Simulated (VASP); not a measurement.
# C (I4/mmm) in VASP: further runs

Runs on C. Level: LDA. Tasks: single point.

Program: VASP 6.6.1. These are calculated values, not measurements. Logs are shortened: lines on timing, memory, paths and dates and some standing lists are left out, and cuts for length are marked.

### 1 The cell of the first run

The structure is tetragonal, space group I4/mmm (No. 139). Conventional cell: a = 4.748 Å, b = 4.748 Å, c = 4.676 Å, α = 90.00°, β = 90.00°, γ = 90.00°. Within 1.9 Å of C (site symmetry m) lie 4 C at 1.43 to 1.55 Å.

### 2 Single point, LDA (strain -0.015 along x and y, -0.030 along z)

The input, INCAR:

```
ALGO = Normal
EDIFF = 1E-7
ENCUT = 520
ISIF = 2
ISMEAR = 0
LASPH = True
LCHARG = False
LREAL = False
LWAVE = False
NBANDS = 26
NELM = 80
PREC = Accurate
SIGMA = 0.05
```

The input, KPOINTS:

```
k-points
0
Gamma
  8 8 8
```

The input, POSCAR:

```
C
1.0
   -2.3742423240      2.3742423240      2.3380863495
    2.3742423240     -2.3742423240      2.3380863495
    2.3742423240      2.3742423240     -2.3380863495
C
8
Direct
    0.3254710859      0.0000000000      0.0000000000
    0.6745289141      0.6745289141      0.6745289141
    0.0000000000      0.3254710859      0.0000000000
    0.0000000000      0.0000000000      0.3254710859
    0.0000000000      0.6745289141      0.0000000000
    0.3254710859      0.3254710859      0.3254710859
    0.6745289141      0.0000000000      0.0000000000
    0.0000000000      0.0000000000      0.6745289141
```

Potentials or basis: VASP PAW LDA potentials, release 64 (C).

Launch:

```console
cat potpaw_LDA.64/C/POTCAR > POTCAR
mpirun -np 1 vasp_std > vasp.out
```

OUTCAR:

```text
EDIFF = 1E-7
   ENCUT = 520
   ISIF = 2
   ISMEAR = 0
   LASPH = True
   LREAL = False
   NELM = 80
   PREC = Accurate

 ion  position               nearest neighbor table
   1  0.325  0.000  0.000-   7 1.43   5 1.52   6 1.55   8 1.55
   2  0.675  0.675  0.675-   6 1.43   8 1.52   7 1.55   5 1.55
   3  0.000  0.325  0.000-   5 1.43   7 1.52   6 1.55   8 1.55
   4  0.000  0.000  0.325-   8 1.43   6 1.52   7 1.55   5 1.55
   5  0.000  0.675  0.000-   3 1.43   1 1.52   2 1.55   4 1.55
   6  0.325  0.325  0.325-   2 1.43   4 1.52   3 1.55   1 1.55
   7  0.675  0.000  0.000-   1 1.43   3 1.52   2 1.55   4 1.55
   8  0.000  0.000  0.675-   4 1.43   2 1.52   3 1.55   1 1.55

  LATTYP: Found a body centered tetragonal cell.
 ALAT       =     4.7484846480
 C/A-ratio  =     0.9847715736

  Lattice vectors:

 A1 = (  -2.3742423240,   2.3742423240,   2.3380863495)
 A2 = (   2.3742423240,  -2.3742423240,   2.3380863495)
 A3 = (   2.3742423240,   2.3742423240,  -2.3380863495)

Analysis of symmetry for initial positions (statically):
=====================================================================
 Subroutine PRICEL returns:
 Original cell was already a primitive cell.

 Routine SETGRP: Setting up the symmetry group for a
 body centered tetragonal supercell.

 Subroutine GETGRP returns: Found 16 space group operations
 (whereof 16 operations were pure point group operations)
 out of a pool of 16 trial point group operations.

The static configuration has the point symmetry D_4h.

Analysis of symmetry for dynamics (positions and initial velocities):
=====================================================================
 Subroutine PRICEL returns:
 Original cell was already a primitive cell.

 Routine SETGRP: Setting up the symmetry group for a
 body centered tetragonal supercell.

 Subroutine GETGRP returns: Found 16 space group operations
 (whereof 16 operations were pure point group operations)
 out of a pool of 16 trial point group operations.

The dynamic configuration has the point symmetry D_4h.

 Subroutine INISYM returns: Found 16 space group operations
 (whereof 16 operations are pure point group operations),
 and found     1 'primitive' translations

----------------------------------------------------------------------------------------

                                     Primitive cell

  volume of cell :      52.7194

  direct lattice vectors                    reciprocal lattice vectors
    -2.374242324  2.374242324  2.338086350     0.000000000  0.210593500  0.213850100
     2.374242324 -2.374242324  2.338086350     0.210593500  0.000000000  0.213850100
     2.374242324  2.374242324 -2.338086350     0.210593500  0.210593500  0.000000000

  length of vectors
     4.091540175  4.091540175  4.091540175     0.300135782  0.300135782  0.297824183

  position of ions in fractional coordinates (direct lattice)
     0.325471086  1.000000000  0.000000000
     0.674528914  0.674528914  0.674528914
     1.000000000  0.325471086  0.000000000
     0.000000000  0.000000000  0.325471086
     1.000000000  0.674528914  0.000000000
     0.325471086  0.325471086  0.325471086
     0.674528914  1.000000000  0.000000000
     0.000000000  0.000000000  0.674528914

  ion indices of the primitive-cell ions
   primitive index   ion index
                 1           1
                 2           2
                 3           3
                 4           4
                 5           5
                 6           6
                 7           7
                 8           8

----------------------------------------------------------------------------------------

 KPOINTS: k-points

Automatic generation of k-mesh.
 Grid dimensions read from file:
 generate k-points for:    8    8    8

 Generating k-lattice:

  Cartesian coordinates                     Fractional coordinates (reciprocal lattice)
     0.000000000  0.026324187  0.026731263     0.125000000 -0.000000000  0.000000000
     0.026324187  0.000000000  0.026731263    -0.000000000  0.125000000  0.000000000
     0.026324187  0.026324187  0.000000000     0.000000000  0.000000000  0.125000000

  Length of vectors
     0.037516973  0.037516973  0.037228023

  Shift w.r.t. Gamma in fractional coordinates (k-lattice)
     0.000000000  0.000000000  0.000000000

 Subroutine IBZKPT returns following result:
 ===========================================

 Found     59 irreducible k-points:

 Following reciprocal coordinates:
            Coordinates               Weight
  0.000000  0.000000  0.000000      1.000000
  0.125000 -0.000000  0.000000      8.000000
  0.250000 -0.000000  0.000000      8.000000
  0.375000 -0.000000  0.000000      8.000000
  0.500000 -0.000000  0.000000      4.000000
  0.125000  0.125000  0.000000      8.000000
[... 16 lines left out ...]
  0.250000  0.125000  0.125000     16.000000
  0.375000  0.125000  0.125000      8.000000
 [... further k-points ...]
   k-points           NKPTS =     59   k-points in BZ     NKDIM =     59   number of bands    NBANDS=     26
   number of dos      NEDOS =    301   number of ions     NIONS =      8
   total plane-waves  NPLWV =  27000
   dimension x,y,z NGX =    30 NGY =   30 NGZ =   30
   dimension x,y,z NGXF=    60 NGYF=   60 NGZF=   60
   ions per type =               8
   NGX,Y,Z   is equivalent  to a cutoff of  12.19, 12.19, 12.19 a.u.
   NGXF,Y,Z  is equivalent  to a cutoff of  24.38, 24.38, 24.38 a.u.
 SYSTEM =  unknown system
   PREC   = accura    normal or accurate (medium, high low for compatibility)
   ISTART =      0    job   : 0-new  1-cont  2-samecut
   ICHARG =      2    charge: 1-file 2-atom 10-const
   ISPIN  =      1    spin polarized calculation?
   LNONCOLLINEAR =      F non collinear calculations
   LSORBIT =      F    spin-orbit coupling
   LASPH  =      T    aspherical Exc in radial PAW
   ENCUT  =  520.0 eV  38.22 Ry    6.18 a.u.   7.61  7.61  7.61*2*pi/ulx,y,z
   NELM   =     80;   NELMIN=  2; NELMDL= -5     # of ELM steps
   EDIFF  = 0.1E-06   stopping-criterion for ELM
   LREAL  =      F    real-space projection
   EDIFFG = 0.1E-05   stopping-criterion for IOM
   NSW    =      0    number of steps for IOM
   IBRION =     -1    ionic relax: 0-MD 1-quasi-New 2-CG
   NFREE  =      0    steps in history (QN), initial steepest desc. (CG)
   ISIF   =      2    stress and relaxation
   ISYM   =      2    0-nonsym 1-usesym 2-fastsym
   POTIM  = 0.5000    time-step for ionic-motion
   TEBEG  =    0.0;   TEEND  =   0.0 temperature during run
   PSTRESS=    0.0 pullay stress
   NELECT =      32.0000    total number of electrons
   NUPDOWN=      -1.0000    fix difference up-down
   EMIN   =  10.00;   EMAX   =-10.00  energy-range for DOS
   EFERMI =   0.00;   METHOD = LEGACY
   ISMEAR =     0;   SIGMA  =   0.05  broadening in eV -4-tet -1-fermi 0-gaus
   EFERMI_NEDOS =   21; number of points for ismear=-14 and -15
   IALGO  =     38    algorithm
   IMIX   =      4    mixing-type and parameters
     AMIX     =   0.40;   BMIX     =  1.00
     AMIX_MAG =   1.60;   BMIX_MAG =  1.00
  volume/ion in A,a.u.               =       6.59        44.47
  Fermi-wavevector in a.u.,A,eV,Ry     =   1.386121  2.619390 26.141318  1.921333
  Thomas-Fermi vector in A             =   2.510467
   LORBIT       =      0    0 simple, 1 ext, 2 COOP (PROOUT), +10 PAW based schemes
   GGA     = CA    functional components
   LHFCALC =     F    Hartree Fock is set to
   AEXX    =    0.0000 exact exchange contribution
   IVDW    =     0    specifies the selected vdW correction
   LEPSILON=     F    determine dielectric tensor
   LRPA    =     F    only Hartree local field effects (RPA)
 non-spin polarized calculation
 Gauss-broadening in eV      SIGMA  =   0.05
  energy-cutoff  :      520.00
  volume of cell :       52.72
 maximum number of plane-waves:      1445
   NGX = 15   NGY = 15   NGZ = 15

 number of electron      32.0000002 magnetization

 Free energy of the ion-electron system (eV)
  ---------------------------------------------------
  ext. energy  EPLUGINS =         0.00000000
  ---------------------------------------------------
  free energy    TOTEN  =       -75.00250010 eV

  energy without entropy =      -75.00250010  energy(sigma->0) =      -75.00250010

 E-fermi :   8.0172     XC(G=0): -12.2902

 val. band max:        7.7554498115   @ k =   0.5000   0.5000   0.5000
 cond. band min:      10.7570634029   @ k =   0.1250   0.1250   0.1250
 fundamental gap:      3.0016135913
 Fermi energy:         8.0172099086

 k-point     1 :       0.0000    0.0000    0.0000
  band No.  band energies     occupation
      1     -14.1760      2.00000
      2      -5.7302      2.00000
      3      -5.7302      2.00000
      4      -5.4211      2.00000
      5      -4.7284      2.00000
      6      -4.5229      2.00000
[... 18 lines left out ...]
     25      19.8172      0.00000
     26      19.8407      0.00000

 k-point     2 :       0.1250   -0.0000    0.0000
  band No.  band energies     occupation
      1     -14.0747      2.00000
      2      -6.6832      2.00000
      3      -6.2133      2.00000
      4      -5.5300      2.00000
      5      -4.5373      2.00000
      6      -4.5367      2.00000
[... 18 lines left out ...]
     25      19.8063      0.00000
     26      19.9687      0.00000

 k-point     3 :       0.2500   -0.0000    0.0000
  band No.  band energies     occupation
      1     -13.7989      2.00000
      2      -7.9703      2.00000
      3      -6.8223      2.00000
      4      -5.4480      2.00000
      5      -4.7823      2.00000
      6      -4.6559      2.00000
[... 572 lines left out ...]
 k-point    23 :       0.2500    0.1250    0.1250
  band No.  band energies     occupation
      1     -13.3644      2.00000
      2      -8.8698      2.00000
      3      -7.5860      2.00000
      4      -6.8446      2.00000
      5      -3.9619      2.00000
      6      -3.3950      2.00000
[... 18 lines left out ...]
     25      19.9292      0.00000
     26      20.3470      0.00000

 k-point    24 :       0.3750    0.1250    0.1250
  band No.  band energies     occupation
      1     -13.2283      2.00000
      2      -9.0652      2.00000
      3      -7.8941      2.00000
      4      -6.9032      2.00000
      5      -3.9755      2.00000
      6      -3.3457      2.00000
[... 18 lines left out ...]
     25      20.2197      0.00000
     26      20.3180      0.00000

 [... further k-points ...]

------------------------ aborting loop because EDIFF is reached ----------------------------------------

  FORCE on cell =-STRESS in cart. coord.  units (eV):
  Direction    XX          YY          ZZ          XY          YZ          ZX
  --------------------------------------------------------------------------------------
  -------------------------------------------------------------------------------------
  Total        6.8748652      6.8748652     10.4787121      0.0000000     -0.0000000      0.0000000
  in kB      208.9316084    208.9316084    318.4548497      0.0000000     -0.0000000      0.0000000
  external PRESSURE =     245.4393555 kB  Pullay stress =       0.0000000 kB

 VOLUME and BASIS-vectors are now :
 -----------------------------------------------------------------------------
  energy-cutoff  :      520.00
  volume of cell :       52.72
      direct lattice vectors                 reciprocal lattice vectors
    -2.374242324  2.374242324  2.338086350     0.000000000  0.210593500  0.213850100
     2.374242324 -2.374242324  2.338086350     0.210593500  0.000000000  0.213850100
     2.374242324  2.374242324 -2.338086350     0.210593500  0.210593500  0.000000000

 POSITION                                       TOTAL-FORCE (eV/Angst)
 -----------------------------------------------------------------------------------
     -0.77275      0.77275      0.76098        -0.073276      0.073276      0.558717
      1.60150      1.60150      1.57711        -0.073276     -0.073276     -0.558717
      0.77275     -0.77275      0.76098         0.073276     -0.073276      0.558717
      0.77275      0.77275     -0.76098         0.073276      0.073276     -0.558717
      1.60150     -1.60150      1.57711        -0.073276      0.073276     -0.558717
      0.77275      0.77275      0.76098         0.073276      0.073276      0.558717
     -1.60150      1.60150      1.57711         0.073276     -0.073276     -0.558717
      1.60150      1.60150     -1.57711        -0.073276     -0.073276      0.558717
 -----------------------------------------------------------------------------------
    total drift:                                0.000000     -0.000000     -0.000000

  FREE ENERGIE OF THE ION-ELECTRON SYSTEM (eV)
  ---------------------------------------------------
  free  energy   TOTEN  =       -75.0025001050 eV

  energy  without entropy=      -75.0025001050  energy(sigma->0) =      -75.00250010
```

Run time: 76 s. Hardware: 1 thread of Intel Xeon 6975P-C (Granite Rapids), shared host; peak memory 0.17 GiB.

Results:

```
Free energy            : -75.0025 eV
Pressure               : 24.5 GPa
Largest force          : 0.568 eV/Å
Band gap on the k mesh : 3.00 eV, indirect (least direct gap 3.71 eV)
```

Forces in eV/Å, atoms in the order of the input:
```
C   -0.073  0.073  0.559
C   -0.073 -0.073 -0.559
C    0.073 -0.073  0.559
C    0.073  0.073 -0.559
C   -0.073  0.073 -0.559
C    0.073  0.073  0.559
C    0.073 -0.073 -0.559
C   -0.073 -0.073  0.559
```

Caveat: the cell differs from its parent crystal (strain -0.015 along x and y, -0.030 along z). A k mesh can miss the band edges.

### 3 Single point, LDA (strain +0.000 along x and y, -0.030 along z)

The input, INCAR:

```
SYSTEM = C
  PREC = Accurate
  ENCUT = 520
  EDIFF = 1E-7
  ISMEAR = 0
  SIGMA = 0.05
  LREAL = .FALSE.
  LASPH = .TRUE.
  NELM = 80
  ALGO = Normal
  ISIF = 2
  LWAVE = .FALSE.
  LCHARG = .TRUE.
  GGA = CA
  LELF = .TRUE.
  LVHAR = .TRUE.
  NBANDS = 26
```

The input, KPOINTS:

```
regular mesh
0
G
  8 8 8
  0 0 0
```

POSCAR, as its differences from that of step 2:

```diff
@@ -2,5 +2,5 @@
 1.0
-   -2.3742423240      2.3742423240      2.3380863495
-    2.3742423240     -2.3742423240      2.3380863495
-    2.3742423240      2.3742423240     -2.3380863495
+   -2.4103982985      2.4103982985      2.3380863495
+    2.4103982985     -2.4103982985      2.3380863495
+    2.4103982985      2.4103982985     -2.3380863495
 C
```

Potentials or basis: VASP PAW LDA potentials, release 64 (C).

Launch:

```console
cat potpaw_LDA.64/C/POTCAR > POTCAR
mpirun -np 1 vasp_std > vasp.out
```

Wall time 68 s (1 thread of Intel Xeon 6975P-C (Granite Rapids), shared host); peak memory 0.17 GiB.

It converged, with:

```
Free energy            : -75.1377 eV
Pressure               : 12.5 GPa
Largest force          : 0.782 eV/Å
Band gap on the k mesh : 2.74 eV, indirect (least direct gap 3.56 eV)
```

Forces in eV/Å, atoms in the order of the input:
```
C    0.140 -0.140  0.757
C    0.140  0.140 -0.757
C   -0.140  0.140  0.757
C   -0.140 -0.140 -0.757
C    0.140 -0.140 -0.757
C   -0.140 -0.140  0.757
C   -0.140  0.140 -0.757
C    0.140  0.140  0.757
```

Stress tensor (GPa, compression positive):
```
 5.70  0.00  0.00
 0.00  5.70  0.00
 0.00  0.00 26.16
```

Levels at points of the mesh, in eV from the valence-band top:
```csv
k point,band 12,band 13,band 14,band 15,band 16,band 17,band 18,band 19,band 20,band 21
"(0.00, 0.00, 0.00)",-5.84,-5.75,-0.88,-0.44,-0.44,3.49,3.49,4.82,7.55,8.32
"(0.50, 0.00, 0.00)",-4.94,-3.56,-3.34,-2.59,-2.52,3.72,5.01,5.75,5.97,6.95
"(0.50, 0.50, 0.00)",-4.65,-3.71,-3.22,-2.94,-2.37,3.54,5.40,6.12,6.61,6.97
"(0.50, 0.50, 0.50)",-6.24,-6.24,-0.41,-0.41,0.00,3.56,5.26,5.94,5.94,8.02
```

Caveat: the cell differs from its parent crystal (strain +0.000 along x and y, -0.030 along z). A k mesh can miss the band edges.

[end of part 1 of 2]
